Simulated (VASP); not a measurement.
# Ga4SbAs (F-43m) in VASP: single point with PBE

Aim: the single point of Ga4SbAs with PBE.

All numbers are computed with VASP 6.6.1; they aren't measurements. Logs are shortened: lines on timing, memory, paths and dates and some standing lists are left out, and cuts for length are marked.

**1. The cell of the first run**

Symmetry: F-43m, No. 216, cubic system. Conventional cell: a = 9.607 Å, b = 9.607 Å, c = 9.607 Å, α = 90.00°, β = 90.00°, γ = 90.00°. Ga (site symmetry 3m) has 3 Ga at 2.57 Å and 1 Sb at 2.59 Å within 3.4 Å. Within 3.4 Å of Sb (site symmetry -43m) lie 4 Ga at 2.59 Å. As (site symmetry -43m) has 12 Ga at 4.10 Å and 4 Sb at 4.16 Å within 5.4 Å.

The cell was built from a structure type or drawn by symmetry, and may not be a known phase.

**2. Single point, PBE**

File INCAR:

```
SYSTEM = Ga4SbAs
ALGO     = Fast           ! electronic algorithm
EDIFF    = 1E-6           ! SCF threshold, eV
ENCUT    = 520            ! plane-wave cutoff, eV
GGA      = PE             ! functional
ISIF     = 2              ! what is computed and relaxed
ISMEAR   = 0              ! smearing method
LASPH    = .TRUE.         ! aspherical terms in the spheres
LCHARG   = .TRUE.         ! write CHGCAR
LELF     = .TRUE.         ! ELF
LREAL    = .FALSE.        ! projectors in reciprocal space
LVHAR    = .TRUE.       
LWAVE    = .FALSE.        ! write WAVECAR
NBANDS   = 40             ! bands
NELM     = 100            ! most SCF steps
PREC     = Accurate       ! precision mode
SIGMA    = 0.1            ! smearing width, eV
```

File KPOINTS:

```
k-points
0
G
  8 8 8
  0 0 0
```

File POSCAR:

```
Ga4SbAs
1.0
    0.0000000000      4.8034489185      4.8034489185
    4.8034489185      0.0000000000      4.8034489185
    4.8034489185      4.8034489185      0.0000000000
Ga Sb As
4 1 1
Direct
    0.9053695700      0.2838912900      0.9053695700
    0.9053695700      0.9053695700      0.9053695700
    0.2838912900      0.9053695700      0.9053695700
    0.9053695700      0.9053695700      0.2838912900
    0.7500000000      0.7500000000      0.7500000000
    0.5000000000      0.5000000000      0.5000000000
```

Potentials or basis: VASP PAW PBE potentials, release 64 (Ga_d, Sb, As).

The run is started by

```bash
$ cat potpaw_PBE.64/Ga_d/POTCAR potpaw_PBE.64/Sb/POTCAR potpaw_PBE.64/As/POTCAR > POTCAR
$ mpirun -np 1 vasp_std > vasp.out
```

OUTCAR:

```text
SYSTEM = Ga4SbAs
   EDIFF = 1E-6
   ENCUT = 520
   GGA = PE
   ISIF = 2
   ISMEAR = 0
   LASPH = .TRUE.
   LREAL = .FALSE.
   NELM = 100
   PREC = Accurate

 ion  position               nearest neighbor table
   1  0.905  0.284  0.905-   2 2.57   3 2.57   4 2.57   5 2.59
   2  0.905  0.905  0.905-   1 2.57   3 2.57   4 2.57   5 2.59
   3  0.284  0.905  0.905-   1 2.57   2 2.57   4 2.57   5 2.59
   4  0.905  0.905  0.284-   1 2.57   2 2.57   3 2.57   5 2.59
   5  0.750  0.750  0.750-   2 2.59   1 2.59   3 2.59   4 2.59
   6  0.500  0.500  0.500-

  LATTYP: Found a face centered cubic cell.
 ALAT       =     9.6068978370

  Lattice vectors:

 A1 = (   0.0000000000,   4.8034489185,   4.8034489185)
 A2 = (   4.8034489185,   0.0000000000,   4.8034489185)
 A3 = (   4.8034489185,   4.8034489185,   0.0000000000)

Analysis of symmetry for initial positions (statically):
=====================================================================
 Subroutine PRICEL returns:
 Original cell was already a primitive cell.

 Routine SETGRP: Setting up the symmetry group for a
 face centered cubic supercell.

 Subroutine GETGRP returns: Found 24 space group operations
 (whereof 24 operations were pure point group operations)
 out of a pool of 48 trial point group operations.

The static configuration has the point symmetry T_d .

Analysis of symmetry for dynamics (positions and initial velocities):
=====================================================================
 Subroutine PRICEL returns:
 Original cell was already a primitive cell.

 Routine SETGRP: Setting up the symmetry group for a
 face centered cubic supercell.

 Subroutine GETGRP returns: Found 24 space group operations
 (whereof 24 operations were pure point group operations)
 out of a pool of 48 trial point group operations.

The dynamic configuration has the point symmetry T_d .

 Subroutine INISYM returns: Found 24 space group operations
 (whereof 24 operations are pure point group operations),
 and found     1 'primitive' translations

----------------------------------------------------------------------------------------

                                     Primitive cell

  volume of cell :     221.6611

[... 91 lines left out ...]
   LNONCOLLINEAR =      F non collinear calculations
   LSORBIT =      F    spin-orbit coupling
   LASPH  =      T    aspherical Exc in radial PAW
   ENCUT  =  520.0 eV  38.22 Ry    6.18 a.u.  12.63 12.63 12.63*2*pi/ulx,y,z
   NELM   =    100;   NELMIN=  2; NELMDL= -5     # of ELM steps
   EDIFF  = 0.1E-05   stopping-criterion for ELM
   LREAL  =      F    real-space projection
   EDIFFG = 0.1E-04   stopping-criterion for IOM
   NSW    =      0    number of steps for IOM
   IBRION =     -1    ionic relax: 0-MD 1-quasi-New 2-CG
   NFREE  =      0    steps in history (QN), initial steepest desc. (CG)
   ISIF   =      2    stress and relaxation
   ISYM   =      2    0-nonsym 1-usesym 2-fastsym
   POTIM  = 0.5000    time-step for ionic-motion
   TEBEG  =    0.0;   TEEND  =   0.0 temperature during run
   PSTRESS=    0.0 pullay stress
   NELECT =      62.0000    total number of electrons
   NUPDOWN=      -1.0000    fix difference up-down
   EMIN   =  10.00;   EMAX   =-10.00  energy-range for DOS
   EFERMI =   0.00;   METHOD = LEGACY
   ISMEAR =     0;   SIGMA  =   0.10  broadening in eV -4-tet -1-fermi 0-gaus
   EFERMI_NEDOS =   21; number of points for ismear=-14 and -15
   IALGO  =     68    algorithm
   IMIX   =      4    mixing-type and parameters
     AMIX     =   0.40;   BMIX     =  1.00
     AMIX_MAG =   1.60;   BMIX_MAG =  1.00
  volume/ion in A,a.u.               =      36.94       249.31
  Fermi-wavevector in a.u.,A,eV,Ry     =   1.070637  2.023210 15.595861  1.146263
  Thomas-Fermi vector in A             =   2.206353
   LORBIT       =      0    0 simple, 1 ext, 2 COOP (PROOUT), +10 PAW based schemes
   GGA     = PE    functional components
   LHFCALC =     F    Hartree Fock is set to
   AEXX    =    0.0000 exact exchange contribution
   IVDW    =     0    specifies the selected vdW correction
   LEPSILON=     F    determine dielectric tensor
   LRPA    =     F    only Hartree local field effects (RPA)
 non-spin polarized calculation
 RMM-DIIS sequential band-by-band and
 Gauss-broadening in eV      SIGMA  =   0.10
  energy-cutoff  :      520.00
  volume of cell :      221.66
 maximum number of plane-waves:      5996
 NGX is ok and might be reduce to    54
   NGX = 25   NGY = 25   NGZ = 25

 number of electron      61.9999989 magnetization

 Free energy of the ion-electron system (eV)
  ---------------------------------------------------
  ext. energy  EPLUGINS =         0.00000000
  ---------------------------------------------------
  free energy    TOTEN  =       -16.04522909 eV

  energy without entropy =      -16.00826044  energy(sigma->0) =      -16.02674476

 E-fermi :   1.2224     XC(G=0):  -7.5606

 val. band max:        1.2186326325   @ k =   0.5000   0.3750   0.0000
 cond. band min:       1.2477773743   @ k =  -0.3750   0.3750   0.0000
 fundamental gap:      0.0291447418
 Fermi energy:         1.2223540420

 k-point     1 :       0.0000    0.0000    0.0000
  band No.  band energies     occupation
      1     -14.0973      2.00000
      2     -13.8670      2.00000
      3     -13.8670      2.00000
      4     -13.8670      2.00000
      5     -13.8405      2.00000
      6     -13.8405      2.00000
[... 1021 lines left out ...]
     39       5.8506      0.00000
     40       6.0916      0.00000

 [... further k-points ...]
[... 5 lines left out ...]
  --------------------------------------------------------------------------------------
  -------------------------------------------------------------------------------------
  Total        0.1339347      0.1339347      0.1339347      0.0000000      0.0000000     -0.0000000
  in kB        0.9680863      0.9680863      0.9680863      0.0000000      0.0000000     -0.0000000
  external PRESSURE =       0.9680863 kB  Pullay stress =       0.0000000 kB

 VOLUME and BASIS-vectors are now :
 -----------------------------------------------------------------------------
  energy-cutoff  :      520.00
  volume of cell :      221.66
      direct lattice vectors                 reciprocal lattice vectors
     0.000000000  4.803448918  4.803448918    -0.104091874  0.104091874  0.104091874
     4.803448918  0.000000000  4.803448918     0.104091874 -0.104091874  0.104091874
     4.803448918  4.803448918  0.000000000     0.104091874  0.104091874 -0.104091874

 POSITION                                       TOTAL-FORCE (eV/Angst)
 -----------------------------------------------------------------------------------
      5.71255      8.69779      5.71255        -0.000289      0.000289     -0.000289
      8.69779      8.69779      8.69779         0.000289      0.000289      0.000289
      8.69779      5.71255      5.71255         0.000289     -0.000289     -0.000289
      5.71255      5.71255      8.69779        -0.000289     -0.000289      0.000289
      7.20517      7.20517      7.20517         0.000000      0.000000     -0.000000
      4.80345      4.80345      4.80345         0.000000      0.000000      0.000000
 -----------------------------------------------------------------------------------
    total drift:                               -0.000008     -0.000008     -0.000007

  FREE ENERGIE OF THE ION-ELECTRON SYSTEM (eV)
  ---------------------------------------------------
  free  energy   TOTEN  =       -16.0452290892 eV

  energy  without entropy=      -16.0082604393  energy(sigma->0) =      -16.02674476
```

stdout:

```text
POSCAR found type information on POSCAR GaSbAs
 POSCAR found :  3 types and       6 ions
 scaLAPACK will be used
 LDA part: xc-table for (Slater+PW92), standard interpolation
 POSCAR, INCAR and KPOINTS ok, starting setup
 FFT: planning ... GRIDC
 FFT: planning ... GRID_SOFT
 FFT: planning ... GRID
 WAVECAR not read
 entering main loop
WARNING in EDDRMM: call to ZHEGV failed, returncode =   8  4     40
```

Run time: 4.2 min. Hardware: 1 thread of Intel Xeon 6975P-C (Granite Rapids), shared host; peak memory 0.53 GiB.

What came out:

```
Free energy            : -16.0452 eV
Pressure               : 0.1 GPa
Band gap on the k mesh : zero (bands 31 and 32 overlap by 0.43 eV)
```

Caveat: semilocal functionals underestimate gaps, so a narrow gap can read as zero; spin-orbit coupling is left out, which moves the levels of the heavy elements.
